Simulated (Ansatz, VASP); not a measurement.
# AgCl in VASP and in Ansatz

The input POSCAR:

```
AgCl
1.0
    0.0000000000      2.8563445000      2.8147472500
    2.8563445000      0.0000000000      2.8147472500
    2.8563445000      2.8563445000      0.0000000000
Ag Cl
1 1
Direct
    0.5000000000      0.5000000000      0.5000000000
    0.0000000000      0.0000000000      0.0000000000
```

Contents of INCAR.step1:

```
SYSTEM = AgCl
ALGO     = Normal         ! electronic algorithm
EDIFF    = 1E-4           ! SCF threshold, eV
ENCUT    = 520            ! plane-wave cutoff, eV
GGA      = PE             ! functional
ISMEAR   = 0              ! smearing method
LASPH    = .True.         ! aspherical terms in the spheres
LCHARG   = .False.        ! write CHGCAR
LREAL    = .False.        ! projectors in reciprocal space
LWAVE    = .True.         ! write WAVECAR
NBANDS   = 16             ! bands
NELM     = 100            ! most SCF steps
PREC     = Accurate       ! precision mode
SIGMA    = 0.05           ! smearing width, eV
```

The input INCAR.step2:

```
SYSTEM = AgCl
ALGO     = Normal         ! electronic algorithm
EDIFF    = 1E-6           ! SCF threshold, eV
ENCUT    = 520            ! plane-wave cutoff, eV
ISIF     = 2              ! what is computed and relaxed
ISMEAR   = 0              ! smearing method
ISTART   = 1            
LASPH    = .True.         ! aspherical terms in the spheres
LCHARG   = .True.         ! write CHGCAR
LELF     = .True.         ! ELF
LMIXTAU  = .True.       
LREAL    = .False.        ! projectors in reciprocal space
LVHAR    = .True.       
LWAVE    = .False.        ! write WAVECAR
METAGGA  = R2SCAN         ! meta-GGA
NBANDS   = 16             ! bands
NELM     = 100            ! most SCF steps
PREC     = Accurate       ! precision mode
SIGMA    = 0.05           ! smearing width, eV
```

The input KPOINTS:

```
k-points
0
Gamma
  8 8 8
  0 0 0
```

Input for Ansatz:

```yaml
crystal:
  lattice:
    - [0.0, 2.8563445, 2.81474725]
    - [2.8563445, 0.0, 2.81474725]
    - [2.8563445, 2.8563445, 0.0]
  atoms:
    - { symbol: Ag, position: [0.5, 0.5, 0.5] }
    - { symbol: Cl, position: [0.0, 0.0, 0.0] }
basis:
  ecutwfc: 500
kpoints:
  mp_grid: { grid: [8, 8, 8] }
hamiltonian:
  xc: r2scan
scf:
  occupations: { method: gaussian, width: 0.05 }
output:
  forces: true
  stress: true
  eigenvalues: true
```

Change from the starting cell: strain +0.030 along x and y, +0.015 along z, atoms carried along.

Alike in both runs: task single point; functional r2SCAN; k mesh 8 × 8 × 8; occupations gaussian, width 0.05 eV; no spin polarisation.

|  | VASP | Ansatz |
| --- | --- | --- |
| version | VASP 6.6.1 | Ansatz 0.2.0 |
| potentials or method | VASP PAW PBE potentials, release 64 (Ag, Cl), cutoff 520 eV | scalar-relativistic, plane waves, PAW |
| valence electrons in the cell | 18 | 26 |

```tsv
	VASP	Ansatz	Ansatz less VASP
gap on the k mesh at the Fermi level (eV)	1.40	1.45	+0.052
least direct gap on the mesh (eV)	3.47	3.51	+0.044
pressure (GPa)	-3.2	-3.1	+0.08
traceless stress, the component that is largest in VASP (GPa)	0.08	0.09	+0.008
```

VASP's potentials were made for PBE, not for r2SCAN. The functional is the same, so the differences come from potentials, cutoffs and numerics. VASP's potentials hold 18 valence electrons a cell and Ansatz's 26, so a difference there can come from the potentials and not from the codes.
